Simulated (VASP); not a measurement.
Wanted: the native input for a VASP 6.6.1 run.

```yaml
Task: relaxation of cell and atoms
Functional: r2SCAN
Potentials_or_basis: VASP PAW PBE potentials, release 64 (Cu)
Cutoff: 600 eV
k_mesh: 4 × 4 × 4
Occupations: gaussian, width 0.1 eV
Spin: no spin polarisation
Dipole_correction: no
Further_INCAR_settings: ALGO = Normal; EDIFF = 1e-07; IBRION = 2; EDIFFG = -0.01; NSW = 80; ISIF = 3
```

Cu:

```
CELL_PARAMETERS angstrom
-1.44279 1.44279 1.37608
1.44279 -1.44279 1.37608
1.44279 1.44279 -1.37608
ATOMIC_POSITIONS crystal
Cu 0.00000 0.00000 0.00000
```

The input as run:

POSCAR

```
Cu
1.0
   -1.4427933200      1.4427933200      1.3760814500
    1.4427933200     -1.4427933200      1.3760814500
    1.4427933200      1.4427933200     -1.3760814500
Cu
1
Direct
    0.0000000000      0.0000000000      0.0000000000
```

INCAR.step1

```
SYSTEM = Cu
ALGO = Normal
EDIFF = 1E-4
ENCUT = 600
GGA = PE
ISMEAR = 0
LASPH = .True.
LCHARG = .False.
LREAL = .False.
LWAVE = .True.
NELM = 80
PREC = Accurate
SIGMA = 0.1
```

INCAR.step2

```
SYSTEM = Cu
ALGO = Normal
EDIFF = 1E-7
EDIFFG = -0.01
ENCUT = 600
IBRION = 2
ISIF = 3
ISMEAR = 0
ISTART = 1
LASPH = .True.
LCHARG = .False.
LMIXTAU = .True.
LREAL = .False.
LWAVE = .False.
METAGGA = R2SCAN
NELM = 80
NSW = 80
PREC = Accurate
SIGMA = 0.1
```

KPOINTS

```
k-points
0
Gamma
  4 4 4
  0 0 0
```

Potentials or basis: VASP PAW PBE potentials, release 64 (Cu).

The run is started by

```console
$ cat potpaw_PBE.64/Cu/POTCAR > POTCAR
$ cp INCAR.step1 INCAR
$ mpirun -np 1 vasp_std > vasp.out
$ cp INCAR.step2 INCAR
$ mpirun -np 1 vasp_std > vasp.out
```

It gave:

```json
{
 "Relaxed volume": "11.49 Å³/atom",
 "Relaxed cell": "a = 2.465 Å, b = 2.465 Å, c = 2.465 Å, α = 107.70°, β = 107.70°, γ = 113.07°",
 "Space group after relaxing (to 0.1 Å)": "I4/mmm (No. 139)",
 "Energy gained by relaxing": "0.9 meV/atom",
 "Ionic steps": "7",
 "Pressure after relaxing": "0.0 GPa",
 "Band gap on the k mesh": "zero (an odd number of electrons rules out a gap without spin polarisation)"
}
```

Caveat: the k points lie up to 0.79 Å⁻¹ apart in the final cell, too coarse for converged energies and pressures of a metal; the PAW data sets were made with another functional, which shifts forces and pressure a little.

It took 86 s on 1 thread of Intel Xeon 8259CL (shared host), peak memory 0.13 GiB.
